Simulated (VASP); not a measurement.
The system is WS.

```
W S
1.0
     3.25624    0.00000    0.00000
    -1.62812    2.81998    0.00000
     0.00000    0.00000    6.37681
W S
2 2
Direct
  0.00000 0.00000 0.00000
  0.00000 0.00000 0.50000
  0.33333 0.66667 0.25000
  0.66667 0.33333 0.75000
```

```yaml
Program: VASP 6.6.1
Task: relaxation of cell and atoms
Functional: PBE
Potentials_or_basis: VASP PAW PBE potentials, release 64 (W_sv, S)
Cutoff: 600 eV
k_mesh: 12 × 12 × 8
Occupations: gaussian, width 0.1 eV
Spin: no spin polarisation
```

At the start: pressure 0.4 GPa; volume 14.64 Å³/atom.

Problem. Where does the relaxation end?

Solution. Over 15 steps the energy falls by 12.8 meV/atom and the volume is 14.55 Å³/atom (-0.6 %); space group P6_3/mmc (No. 194, to 0.05 Å).

Step by step:
```tsv
step	energy change (eV)	largest force (eV/Å)	pressure (GPa)	volume (Å³)
1	0.0000	0.0000	0.38	58.56
2	-0.0273	0.0000	-1.30	58.83
3	-0.0325	0.0000	-2.09	58.97
4	-0.0306	0.0000	4.14	57.32
5	-0.0393	0.0000	0.73	58.19
6	-0.0441	0.0000	0.88	58.09
7	-0.0461	0.0000	1.59	57.75
8	-0.0491	0.0000	1.13	57.95
9	-0.0495	0.0000	1.33	57.85
10	-0.0388	0.0000	-3.19	59.01
11	-0.0505	0.0000	0.28	58.11
12	-0.0510	0.0000	0.00	58.20
13	-0.0510	0.0000	-0.11	58.23
14	-0.0510	0.0000	0.18	58.16
15	-0.0510	0.0000	0.00	58.21
```

Final structure:
```yaml
crystal:
  lattice:
    - [3.15061, 0.00000, 0.00000]
    - [-1.57531, 2.72851, 0.00000]
    - [0.00000, 0.00000, 6.77091]
  atoms:
    - { symbol: W, position: [0.00000, 0.00000, 0.00000] }
    - { symbol: W, position: [0.00000, 0.00000, 0.50000] }
    - { symbol: S, position: [0.33333, 0.66667, 0.25000] }
    - { symbol: S, position: [0.66667, 0.33333, 0.75000] }
```
